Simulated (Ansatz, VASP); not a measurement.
**Hf: VASP beside Ansatz**

```
Hf
1.0
     3.20476    0.00000    0.00000
    -1.60238    2.77541    0.00000
     0.00000    0.00000   25.13515
Hf
5
Direct
  0.33333 0.66667 0.30279
  0.66667 0.33333 0.39701
  0.33333 0.66667 0.50000
  0.66667 0.33333 0.60299
  0.33333 0.66667 0.69721
```

Alike in both runs: functional PBE; k mesh 12 × 12 × 1; occupations gaussian, width 0.1 eV; no spin polarisation.

Ansatz relaxed the structure, and its values are those at the end. VASP's run is a single point on that final structure, the one shown.

```csv
,VASP,Ansatz
version,VASP 6.6.1,Ansatz 0.2.0
potentials or method,"VASP PAW PBE potentials, release 64 (Hf_pv), cutoff 520 eV","scalar-relativistic, plane waves, PAW"
valence electrons in the cell,50,130
```

VASP gave:

- gap on the k mesh at the Fermi level (eV): none
- rms of the force components (eV/Å): 0.022

**Question.** Estimate Ansatz's values.

**Answer.** gap on the k mesh at the Fermi level (eV): none; rms of the force components (eV/Å): 0.002.

A gap of «none» marks a metal or a gap that the smearing closes. VASP's potentials hold 50 valence electrons a cell and Ansatz's 130, so a difference there can come from the potentials and not from the codes. Ansatz's warnings: xc potential rough in thin density.

Spin-orbit coupling is off throughout.
